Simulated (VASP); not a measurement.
# AlN (F-43m) in VASP: a series of runs, part 2 of 2

VASP 6.6.1. The steps go on from the part before.

## Step 5: Single point, r2SCAN

POSCAR

```
AlN
1.0
    0.0000000000      2.1849006260      2.1849006260
    2.1849006260      0.0000000000      2.1849006260
    2.1849006260      2.1849006260      0.0000000000
Al N
1 1
Direct
    0.0000000000      0.0000000000      0.0000000000
    0.2500000000      0.2500000000      0.2500000000
```

INCAR.step1

```
SYSTEM = AlN
  PREC = Accurate
  ENCUT = 520
  ISMEAR = -1
  SIGMA = 0.05
  LREAL = .FALSE.
  LASPH = .TRUE.
  NELM = 60
  NBANDS = 11
  GGA = PE
  ALGO = Normal
  EDIFF = 1E-4
  LWAVE = .TRUE.
  LCHARG = .FALSE.
```

INCAR.step2

```
SYSTEM = AlN
  PREC = Accurate
  ENCUT = 520
  EDIFF = 1E-7
  ISMEAR = -1
  SIGMA = 0.05
  LREAL = .FALSE.
  LASPH = .TRUE.
  NELM = 60
  ALGO = Normal
  ISIF = 2
  LWAVE = .FALSE.
  LCHARG = .FALSE.
  METAGGA = R2SCAN
  LMIXTAU = .TRUE.
  NBANDS = 11
  ISTART = 1
```

KPOINTS

```
regular mesh
0
G
  10 10 10
  0 0 0
```

Potentials or basis: VASP PAW PBE potentials, release 64 (Al, N).

The run is started by

```sh
$ cat potpaw_PBE.64/Al/POTCAR potpaw_PBE.64/N/POTCAR > POTCAR
$ cp INCAR.step1 INCAR
$ mpirun -np 1 vasp_std > vasp.out
$ cp INCAR.step2 INCAR
$ mpirun -np 1 vasp_std > vasp.out
```

OUTCAR:

```text
SYSTEM = AlN
   PREC = Accurate
   ENCUT = 520
   EDIFF = 1E-7
   ISMEAR = -1
   LREAL = .FALSE.
   LASPH = .TRUE.
   NELM = 60
   ISIF = 2
   METAGGA = R2SCAN
   ISTART = 1

 ion  position               nearest neighbor table
   1  0.000  0.000  0.000-   2 1.89   2 1.89   2 1.89   2 1.89
   2  0.250  0.250  0.250-   1 1.89   1 1.89   1 1.89   1 1.89

  LATTYP: Found a face centered cubic cell.
 ALAT       =     4.3698012520

  Lattice vectors:

 A1 = (   0.0000000000,   2.1849006260,   2.1849006260)
 A2 = (   2.1849006260,   0.0000000000,   2.1849006260)
 A3 = (   2.1849006260,   2.1849006260,   0.0000000000)

Analysis of symmetry for initial positions (statically):
=====================================================================
 Subroutine PRICEL returns:
 Original cell was already a primitive cell.

 Routine SETGRP: Setting up the symmetry group for a
 face centered cubic supercell.

 Subroutine GETGRP returns: Found 24 space group operations
 (whereof 24 operations were pure point group operations)
 out of a pool of 48 trial point group operations.

The static configuration has the point symmetry T_d .

Analysis of symmetry for dynamics (positions and initial velocities):
=====================================================================
 Subroutine PRICEL returns:
 Original cell was already a primitive cell.

 Routine SETGRP: Setting up the symmetry group for a
 face centered cubic supercell.

 Subroutine GETGRP returns: Found 24 space group operations
 (whereof 24 operations were pure point group operations)
 out of a pool of 48 trial point group operations.

The dynamic configuration has the point symmetry T_d .

 Subroutine INISYM returns: Found 24 space group operations
 (whereof 24 operations are pure point group operations),
 and found     1 'primitive' translations

----------------------------------------------------------------------------------------

                                     Primitive cell

  volume of cell :      20.8605

  direct lattice vectors                    reciprocal lattice vectors
     0.000000000  2.184900626  2.184900626    -0.228843360  0.228843360  0.228843360
     2.184900626  0.000000000  2.184900626     0.228843360 -0.228843360  0.228843360
     2.184900626  2.184900626  0.000000000     0.228843360  0.228843360 -0.228843360

  length of vectors
     3.089916098  3.089916098  3.089916098     0.396368326  0.396368326  0.396368326

  position of ions in fractional coordinates (direct lattice)
     0.000000000  0.000000000  0.000000000
     0.250000000  0.250000000  0.250000000

  ion indices of the primitive-cell ions
   primitive index   ion index
                 1           1
                 2           2

----------------------------------------------------------------------------------------

 KPOINTS: regular mesh

Automatic generation of k-mesh.
 Grid dimensions read from file:
 generate k-points for:   10   10   10

 Generating k-lattice:

  Cartesian coordinates                     Fractional coordinates (reciprocal lattice)
    -0.022884336  0.022884336  0.022884336     0.100000000  0.000000000  0.000000000
     0.022884336 -0.022884336  0.022884336     0.000000000  0.100000000  0.000000000
     0.022884336  0.022884336 -0.022884336     0.000000000  0.000000000  0.100000000

  Length of vectors
     0.039636833  0.039636833  0.039636833

  Shift w.r.t. Gamma in fractional coordinates (k-lattice)
     0.000000000  0.000000000  0.000000000

 Subroutine IBZKPT returns following result:
 ===========================================

 Found     47 irreducible k-points:

 Following reciprocal coordinates:
            Coordinates               Weight
  0.000000  0.000000  0.000000      1.000000
  0.100000  0.000000  0.000000      8.000000
  0.200000  0.000000  0.000000      8.000000
  0.300000  0.000000  0.000000      8.000000
  0.400000  0.000000  0.000000      8.000000
  0.500000  0.000000  0.000000      4.000000
[... 16 lines left out ...]
  0.300000  0.300000  0.000000      6.000000
  0.400000  0.300000  0.000000     24.000000
 [... further k-points ...]
   k-points           NKPTS =     47   k-points in BZ     NKDIM =     47   number of bands    NBANDS=     11
   number of dos      NEDOS =    301   number of ions     NIONS =      2
   total plane-waves  NPLWV =  13824
   dimension x,y,z NGX =    24 NGY =   24 NGZ =   24
   dimension x,y,z NGXF=    48 NGYF=   48 NGZF=   48
   ions per type =               1   1
   NGX,Y,Z   is equivalent  to a cutoff of  12.91, 12.91, 12.91 a.u.
   NGXF,Y,Z  is equivalent  to a cutoff of  25.83, 25.83, 25.83 a.u.
 SYSTEM =  AlN
   PREC   = accura    normal or accurate (medium, high low for compatibility)
   ISTART =      1    job   : 0-new  1-cont  2-samecut
   ICHARG =      0    charge: 1-file 2-atom 10-const
   ISPIN  =      1    spin polarized calculation?
   LNONCOLLINEAR =      F non collinear calculations
   LSORBIT =      F    spin-orbit coupling
   LASPH  =      T    aspherical Exc in radial PAW
   ENCUT  =  520.0 eV  38.22 Ry    6.18 a.u.   5.75  5.75  5.75*2*pi/ulx,y,z
   NELM   =     60;   NELMIN=  2; NELMDL=  0     # of ELM steps
   EDIFF  = 0.1E-06   stopping-criterion for ELM
   LREAL  =      F    real-space projection
   EDIFFG = 0.1E-05   stopping-criterion for IOM
   NSW    =      0    number of steps for IOM
   IBRION =     -1    ionic relax: 0-MD 1-quasi-New 2-CG
   NFREE  =      0    steps in history (QN), initial steepest desc. (CG)
   ISIF   =      2    stress and relaxation
   ISYM   =      2    0-nonsym 1-usesym 2-fastsym
   POTIM  = 0.5000    time-step for ionic-motion
   TEBEG  =    0.0;   TEEND  =   0.0 temperature during run
   PSTRESS=    0.0 pullay stress
   NELECT =       8.0000    total number of electrons
   NUPDOWN=      -1.0000    fix difference up-down
   EMIN   =  10.00;   EMAX   =-10.00  energy-range for DOS
   EFERMI =   0.00;   METHOD = LEGACY
   ISMEAR =    -1;   SIGMA  =   0.05  broadening in eV -4-tet -1-fermi 0-gaus
   EFERMI_NEDOS =   21; number of points for ismear=-14 and -15
   IALGO  =     38    algorithm
   IMIX   =      4    mixing-type and parameters
     AMIX     =   0.40;   BMIX     =  1.00
     AMIX_MAG =   1.60;   BMIX_MAG =  1.00
  volume/ion in A,a.u.               =      10.43        70.39
  Fermi-wavevector in a.u.,A,eV,Ry     =   1.189405  2.247650 19.247952  1.414685
  Thomas-Fermi vector in A             =   2.325513
   LORBIT       =      0    0 simple, 1 ext, 2 COOP (PROOUT), +10 PAW based schemes
   METAGGA = R2SCAN    functional components
   LHFCALC =     F    Hartree Fock is set to
   AEXX    =    0.0000 exact exchange contribution
   IVDW    =     0    specifies the selected vdW correction
   LEPSILON=     F    determine dielectric tensor
   LRPA    =     F    only Hartree local field effects (RPA)
 non-spin polarized calculation
  energy-cutoff  :      520.00
  volume of cell :       20.86
 maximum number of plane-waves:       588
   NGX = 11   NGY = 11   NGZ = 11

 number of electron       8.0000000 magnetization

 Free energy of the ion-electron system (eV)
  ---------------------------------------------------
  ext. energy  EPLUGINS =         0.00000000
  ---------------------------------------------------
  free energy    TOTEN  =       -19.17972319 eV

  energy without entropy =      -19.17972319  energy(sigma->0) =      -19.17972319

 E-fermi :   6.7922     XC(G=0): -11.4128

 val. band max:        5.6814432854   @ k =   0.0000   0.0000   0.0000
 cond. band min:       9.6152392771   @ k =   0.5000   0.5000   0.0000
 fundamental gap:      3.9337959918
 Fermi energy:         6.7922132497

 k-point     1 :       0.0000    0.0000    0.0000
  band No.  band energies     occupation
      1     -10.0530      2.00000
      2       5.6814      2.00000
      3       5.6814      2.00000
      4       5.6814      2.00000
      5      10.5622      0.00000
      6      19.1899      0.00000
      7      19.1899      0.00000
      8      19.1899      0.00000
      9      24.2055      0.00000
     10      24.2055      0.00000
     11      25.9153      0.00000
[... 309 lines left out ...]
 k-point    24 :       0.4000    0.3000    0.0000
  band No.  band energies     occupation
      1      -8.0684      2.00000
      2       1.4922      2.00000
      3       3.9634      2.00000
      4       4.2555      2.00000
      5      11.2519      0.00000
      6      16.0934      0.00000
      7      18.9666      0.00000
      8      21.3532      0.00000
      9      21.9241      0.00000
     10      28.1153      0.00000
     11      30.5273      0.00000

 [... further k-points ...]

------------------------ aborting loop because EDIFF is reached ----------------------------------------

  FORCE on cell =-STRESS in cart. coord.  units (eV):
  Direction    XX          YY          ZZ          XY          YZ          ZX
  --------------------------------------------------------------------------------------
  -------------------------------------------------------------------------------------
  Total       -0.0512353     -0.0512353     -0.0512353      0.0000000      0.0000000     -0.0000000
  in kB       -3.9350907     -3.9350907     -3.9350907      0.0000000      0.0000000     -0.0000000
  external PRESSURE =      -3.9350907 kB  Pullay stress =       0.0000000 kB

 VOLUME and BASIS-vectors are now :
 -----------------------------------------------------------------------------
  energy-cutoff  :      520.00
  volume of cell :       20.86
      direct lattice vectors                 reciprocal lattice vectors
     0.000000000  2.184900626  2.184900626    -0.228843360  0.228843360  0.228843360
     2.184900626  0.000000000  2.184900626     0.228843360 -0.228843360  0.228843360
     2.184900626  2.184900626  0.000000000     0.228843360  0.228843360 -0.228843360

 POSITION                                       TOTAL-FORCE (eV/Angst)
 -----------------------------------------------------------------------------------
      0.00000      0.00000      0.00000        -0.000000     -0.000000     -0.000000
      1.09245      1.09245      1.09245         0.000000      0.000000      0.000000
 -----------------------------------------------------------------------------------
    total drift:                               -0.000000     -0.000000     -0.000000

  FREE ENERGIE OF THE ION-ELECTRON SYSTEM (eV)
  ---------------------------------------------------
  free  energy   TOTEN  =       -19.1797231883 eV

  energy  without entropy=      -19.1797231883  energy(sigma->0) =      -19.17972319
```

Run time: 24 s. Hardware: 1 thread of Intel Xeon Platinum 8488C (Sapphire Rapids), shared host; peak memory 0.13 GiB.

Results:

```yaml
Free_energy: -19.1797 eV
Pressure: -0.4 GPa
Band_gap_on_the_k_mesh: 3.93 eV, indirect (least direct gap 4.88 eV)
```

Caveat: the PAW data sets were made with another functional, which shifts forces and pressure a little. A k mesh can miss the band edges.

## Step 6: The runs side by side

```tsv
level	cell	smearing	gap on the mesh (eV)	pressure (GPa)
r2SCAN+D4	a = 3.089 Å, angles 60.0°, 2 atoms	fermi-dirac 0.05 eV	3.93	-1.8
PBE	a = 3.089 Å, angles 60.0°, 2 atoms	gaussian 0.05 eV	3.32	4.6
r2SCAN+D3(BJ)	a = 3.089 Å, angles 60.0°, 2 atoms	gaussian 0.1 eV	3.93	-2.1
r2SCAN	a = 3.090 Å, angles 60.0°, 2 atoms	fermi-dirac 0.05 eV	3.93	-0.4
```

Alike in all rows: task single point; potentials or basis VASP PAW PBE potentials, release 64 (Al, N); no spin polarisation; k mesh 10 × 10 × 10; cutoff (eV) 520.

On the cell as given the gap runs from 3.32 eV (PBE) to 3.93 eV (r2SCAN+D4). The pressure there spans -2.1 GPa (r2SCAN+D3(BJ)) to 4.6 GPa (PBE); a positive pressure means that this level wants a larger cell, a negative one a smaller.

Caveats: the PAW data sets were made with another functional, which shifts forces and pressure a little (some runs).

Absolute energies hang on the potentials; compare differences alone.
